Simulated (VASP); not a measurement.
# Ag2OsO4 (P-42m) in VASP: single point with PBE

Aim: the single point of Ag2OsO4 with PBE.

All numbers are computed with VASP 6.6.1; they aren't measurements. Logs are shortened: lines on timing, memory, paths and dates and some standing lists are left out, and cuts for length are marked.

**1. The cell of the first run**

It takes space group P-42m (No. 111, tetragonal). The conventional cell has a = 4.193 Å, b = 4.193 Å, c = 6.438 Å, α = 90.00°, β = 90.00°, γ = 90.00°. Ag (site symmetry 222) has 4 O at 2.58 Å and 4 Ag at 2.96 Å within 3.4 Å. Within 2.3 Å of Os (site symmetry -42m) lie 4 O at 1.76 Å. O (site symmetry m) has 1 Os at 1.76 Å within 2.3 Å.

The cell was built from a structure type or drawn by symmetry, and may not be a known phase.

**2. Single point, PBE, collinear spin**

File INCAR:

```
  PREC = Accurate
  ENCUT = 520
  EDIFF = 1E-7
  ISMEAR = 0
  SIGMA = 0.1
  LREAL = F
  LASPH = T
  NELM = 150
  ALGO = Normal
  ISIF = 2
  LWAVE = F
  LCHARG = F
  ISPIN = 2
  MAGMOM = 0 0 1 0 0 0 0
  LORBIT = 11
  LMAXMIX = 4
  GGA = PE
  NBANDS = 40
```

File KPOINTS:

```
regular mesh
0
Gamma
  4 4 4
```

File POSCAR:

```
Ag2OsO4
1.0
    4.1926256893      0.0000000000      0.0000000000
    0.0000000000      4.1926256893      0.0000000000
    0.0000000000      0.0000000000      6.4379874440
Ag Os O
2 1 4
Direct
    0.5000000000      0.0000000000      0.5000000000
    0.0000000000      0.5000000000      0.5000000000
    0.0000000000      0.0000000000      0.0000000000
    0.7696564547      0.2303435453      0.8283112157
    0.2303435453      0.2303435453      0.1716887843
    0.2303435453      0.7696564547      0.8283112157
    0.7696564547      0.7696564547      0.1716887843
```

Potentials or basis: VASP PAW PBE potentials, release 64 (Ag, Os, O).

Run with:

```bash
cat potpaw_PBE.64/Ag/POTCAR potpaw_PBE.64/Os/POTCAR potpaw_PBE.64/O/POTCAR > POTCAR
mpirun -np 1 vasp_std > vasp.out
```

OUTCAR:

```text
PREC = Accurate
   ENCUT = 520
   EDIFF = 1E-7
   ISMEAR = 0
   LREAL = F
   LASPH = T
   NELM = 150
   ISIF = 2
   ISPIN = 2
   LORBIT = 11
   GGA = PE

 ion  position               nearest neighbor table
   1  0.500  0.000  0.500-   4 2.58   5 2.58   6 2.58   7 2.58   2 2.96   2 2.96   2 2.96   2 2.96

   2  0.000  0.500  0.500-   4 2.58   5 2.58   6 2.58   7 2.58   1 2.96   1 2.96   1 2.96   1 2.96

   3  0.000  0.000  0.000-   4 1.76   5 1.76   6 1.76   7 1.76
   4  0.770  0.230  0.828-   3 1.76   2 2.58   1 2.58
   5  0.230  0.230  0.172-   3 1.76   2 2.58   1 2.58
   6  0.230  0.770  0.828-   3 1.76   2 2.58   1 2.58
   7  0.770  0.770  0.172-   3 1.76   2 2.58   1 2.58

  LATTYP: Found a simple tetragonal cell.
 ALAT       =     4.1926256893
 C/A-ratio  =     1.5355502544

  Lattice vectors:

 A1 = (   4.1926256893,   0.0000000000,   0.0000000000)
 A2 = (   0.0000000000,   4.1926256893,   0.0000000000)
 A3 = (   0.0000000000,   0.0000000000,   6.4379874440)

Analysis of symmetry for initial positions (statically):
=====================================================================
 Subroutine PRICEL returns:
 Original cell was already a primitive cell.

 Routine SETGRP: Setting up the symmetry group for a
 simple tetragonal supercell.

 Subroutine GETGRP returns: Found  8 space group operations
 (whereof  8 operations were pure point group operations)
 out of a pool of 16 trial point group operations.

The static configuration has the point symmetry D_2d.

Analysis of symmetry for dynamics (positions and initial velocities):
=====================================================================
 Subroutine PRICEL returns:
 Original cell was already a primitive cell.

 Routine SETGRP: Setting up the symmetry group for a
 simple tetragonal supercell.

 Subroutine GETGRP returns: Found  8 space group operations
 (whereof  8 operations were pure point group operations)
 out of a pool of 16 trial point group operations.

The dynamic configuration has the point symmetry D_2d.

Analysis of structural, dynamic, and magnetic symmetry:
=====================================================================
 Subroutine PRICEL returns:
 Original cell was already a primitive cell.

 Routine SETGRP: Setting up the symmetry group for a
 simple tetragonal supercell.

 Subroutine GETGRP returns: Found  8 space group operations
 (whereof  8 operations were pure point group operations)
 out of a pool of 16 trial point group operations.

The overall configuration has the point symmetry D_2d.

 Subroutine INISYM returns: Found  8 space group operations
 (whereof  8 operations are pure point group operations),
 and found     1 'primitive' translations

----------------------------------------------------------------------------------------

                                     Primitive cell

  volume of cell :     113.1677

  direct lattice vectors                    reciprocal lattice vectors
     4.192625689  0.000000000  0.000000000     0.238514018  0.000000000  0.000000000
     0.000000000  4.192625689  0.000000000     0.000000000  0.238514018  0.000000000
     0.000000000  0.000000000  6.437987444     0.000000000  0.000000000  0.155328044

  length of vectors
     4.192625689  4.192625689  6.437987444     0.238514018  0.238514018  0.155328044

  position of ions in fractional coordinates (direct lattice)
     0.500000000  0.000000000  0.500000000
     0.000000000  0.500000000  0.500000000
     0.000000000  0.000000000  0.000000000
     0.769656455  0.230343545  0.828311216
     0.230343545  0.230343545  0.171688784
     0.230343545  0.769656455  0.828311216
     0.769656455  0.769656455  0.171688784

  ion indices of the primitive-cell ions
   primitive index   ion index
                 1           1
                 2           2
                 3           3
                 4           4
                 5           5
                 6           6
[... 35 lines left out ...]
  0.500000  0.500000  0.000000      1.000000
[... 10 lines left out ...]
  0.500000  0.250000  0.500000      4.000000
  0.500000  0.500000  0.500000      1.000000
   k-points           NKPTS =     18   k-points in BZ     NKDIM =     18   number of bands    NBANDS=     40
   number of dos      NEDOS =    301   number of ions     NIONS =      7
   total plane-waves  NPLWV =  49152
   dimension x,y,z NGX =    32 NGY =   32 NGZ =   48
   dimension x,y,z NGXF=    64 NGYF=   64 NGZF=   96
   ions per type =               2   1   4
   NGX,Y,Z   is equivalent  to a cutoff of  12.69, 12.69, 12.39 a.u.
   NGXF,Y,Z  is equivalent  to a cutoff of  25.38, 25.38, 24.79 a.u.
 SYSTEM =  unknown system
   PREC   = accura    normal or accurate (medium, high low for compatibility)
   ISTART =      0    job   : 0-new  1-cont  2-samecut
   ICHARG =      2    charge: 1-file 2-atom 10-const
   ISPIN  =      2    spin polarized calculation?
   LNONCOLLINEAR =      F non collinear calculations
   LSORBIT =      F    spin-orbit coupling
   LASPH  =      T    aspherical Exc in radial PAW
   ENCUT  =  520.0 eV  38.22 Ry    6.18 a.u.   7.80  7.80 11.97*2*pi/ulx,y,z
   NELM   =    150;   NELMIN=  2; NELMDL= -5     # of ELM steps
   EDIFF  = 0.1E-06   stopping-criterion for ELM
   LREAL  =      F    real-space projection
   EDIFFG = 0.1E-05   stopping-criterion for IOM
   NSW    =      0    number of steps for IOM
   IBRION =     -1    ionic relax: 0-MD 1-quasi-New 2-CG
   NFREE  =      0    steps in history (QN), initial steepest desc. (CG)
   ISIF   =      2    stress and relaxation
   ISYM   =      2    0-nonsym 1-usesym 2-fastsym
   POTIM  = 0.5000    time-step for ionic-motion
   TEBEG  =    0.0;   TEEND  =   0.0 temperature during run
   PSTRESS=    0.0 pullay stress
   NELECT =      54.0000    total number of electrons
   NUPDOWN=      -1.0000    fix difference up-down
   EMIN   =  10.00;   EMAX   =-10.00  energy-range for DOS
   EFERMI =   0.00;   METHOD = LEGACY
   ISMEAR =     0;   SIGMA  =   0.10  broadening in eV -4-tet -1-fermi 0-gaus
   EFERMI_NEDOS =   21; number of points for ismear=-14 and -15
   IALGO  =     38    algorithm
   IMIX   =      4    mixing-type and parameters
     AMIX     =   0.40;   BMIX     =  1.00
     AMIX_MAG =   1.60;   BMIX_MAG =  1.00
  volume/ion in A,a.u.               =      16.17       109.10
  Fermi-wavevector in a.u.,A,eV,Ry     =   1.279279  2.417487 22.266684  1.636555
  Thomas-Fermi vector in A             =   2.411774
   LORBIT       =     11    0 simple, 1 ext, 2 COOP (PROOUT), +10 PAW based schemes
   GGA     = PE    functional components
   LHFCALC =     F    Hartree Fock is set to
   AEXX    =    0.0000 exact exchange contribution
   IVDW    =     0    specifies the selected vdW correction
   LEPSILON=     F    determine dielectric tensor
   LRPA    =     F    only Hartree local field effects (RPA)
 spin polarized calculation
 Gauss-broadening in eV      SIGMA  =   0.10
  energy-cutoff  :      520.00
  volume of cell :      113.17
 maximum number of plane-waves:      3066
 NGX is ok and might be reduce to    32
   NGX = 15   NGY = 15   NGZ = 23

 number of electron      54.0000018 magnetization       0.0000126

 number of electron      54.0000018 magnetization      -0.0000009

 Free energy of the ion-electron system (eV)
  ---------------------------------------------------
  ext. energy  EPLUGINS =         0.00000000
  ---------------------------------------------------
  free energy    TOTEN  =       -39.59877512 eV

  energy without entropy =      -39.58794140  energy(sigma->0) =      -39.59335826

 E-fermi :   3.5956     XC(G=0):  -9.9982

 val. band max:        3.5105079875   @ k =   0.2500   0.0000   0.5000
 cond. band min:       3.6251501677   @ k =   0.0000   0.0000   0.2500
 fundamental gap:      0.1146421802
 Fermi energy:         3.5956038251

 spin component 1

 k-point     1 :       0.0000    0.0000    0.0000
  band No.  band energies     occupation
      1     -16.6248      1.00000
      2     -15.8236      1.00000
      3     -15.7913      1.00000
      4     -15.7913      1.00000
      5      -4.1852      1.00000
      6      -4.0532      1.00000
[... 745 lines left out ...]
     38      11.7687      0.00000
     39      13.3564      0.00000
 Fermi energy:         3.5956038251

 spin component 2

 k-point     1 :       0.0000    0.0000    0.0000
  band No.  band energies     occupation
      1     -16.6248      1.00000
      2     -15.8236      1.00000
      3     -15.7913      1.00000
      4     -15.7913      1.00000
      5      -4.1852      1.00000
      6      -4.0532      1.00000
[... 745 lines left out ...]
     38      11.7687      0.00000
     39      13.3564      0.00000
 [bands above 39 left out]

------------------------ aborting loop because EDIFF is reached ----------------------------------------

  FORCE on cell =-STRESS in cart. coord.  units (eV):
  Direction    XX          YY          ZZ          XY          YZ          ZX
  --------------------------------------------------------------------------------------
  -------------------------------------------------------------------------------------
  Total        1.2541924      1.2541924      1.8324545      0.0000000      0.0000000      0.0000000
  in kB       17.7562982     17.7562982     25.9430759      0.0000000      0.0000000      0.0000000
  external PRESSURE =      20.4852241 kB  Pullay stress =       0.0000000 kB

 VOLUME and BASIS-vectors are now :
 -----------------------------------------------------------------------------
  energy-cutoff  :      520.00
  volume of cell :      113.17
      direct lattice vectors                 reciprocal lattice vectors
     4.192625689  0.000000000  0.000000000     0.238514018  0.000000000  0.000000000
     0.000000000  4.192625689  0.000000000     0.000000000  0.238514018  0.000000000
     0.000000000  0.000000000  6.437987444     0.000000000  0.000000000  0.155328044

 POSITION                                       TOTAL-FORCE (eV/Angst)
 -----------------------------------------------------------------------------------
      2.09631      0.00000      3.21899         0.000000     -0.000000     -0.000000
      0.00000      2.09631      3.21899         0.000000     -0.000000     -0.000000
      0.00000      0.00000      0.00000         0.000000     -0.000000     -0.000000
      3.22688      0.96574      5.33266        -0.366008      0.366008     -0.444539
      0.96574      0.96574      1.10533         0.366008      0.366008      0.444539
      0.96574      3.22688      5.33266         0.366008     -0.366008     -0.444539
      3.22688      3.22688      1.10533        -0.366008     -0.366008      0.444539
 -----------------------------------------------------------------------------------
    total drift:                                0.000000      0.000000     -0.000000

  FREE ENERGIE OF THE ION-ELECTRON SYSTEM (eV)
  ---------------------------------------------------
  free  energy   TOTEN  =       -39.5987751176 eV

  energy  without entropy=      -39.5879414009  energy(sigma->0) =      -39.59335826

 total charge

# of ion       s       p       d       tot
------------------------------------------
    1        0.313   0.122   9.259   9.694
    2        0.313   0.122   9.259   9.694
    3        0.811   1.078   6.129   8.018
    4        1.601   3.330   0.000   4.931
    5        1.601   3.330   0.000   4.931
    6        1.601   3.330   0.000   4.931
    7        1.601   3.330   0.000   4.931
--------------------------------------------------
tot          7.840  14.643  24.647  47.129

 magnetization (x)

# of ion       s       p       d       tot
------------------------------------------
    1        0.000   0.000   0.000   0.000
    2        0.000   0.000   0.000   0.000
    3        0.000   0.000  -0.000   0.000
    4       -0.000   0.000   0.000   0.000
    5       -0.000   0.000   0.000   0.000
    6       -0.000   0.000   0.000   0.000
    7       -0.000   0.000   0.000   0.000
--------------------------------------------------
tot          0.000   0.000  -0.000   0.000
```

Run time: 2 min. Hardware: 1 thread of AMD EPYC 7R13 (Zen 3), shared host; peak memory 0.29 GiB.

Results:

```yaml
Free_energy: -39.5988 eV
Pressure: 2.0 GPa
Largest_force: 0.682 eV/Å
Band_gap_on_the_k_mesh: zero (filled and empty bands overlap)
Net_moment: 0.00 μB per cell
Valence_electrons_inside_the_program's_atomic_spheres: Ag 9.69; Os 8.02; O 4.93
```

Forces in eV/Å, atoms in the order of the input:
```
Ag   0.000  0.000  0.000
Ag   0.000  0.000  0.000
Os   0.000  0.000  0.000
O   -0.366  0.366 -0.445
O    0.366  0.366  0.445
O    0.366 -0.366 -0.445
O   -0.366 -0.366  0.445
```

Caveat: the k points lie up to 0.37 Å⁻¹ apart, too coarse for converged energies and pressures of a metal; spin-orbit coupling is left out, which moves the levels of the heavy elements.
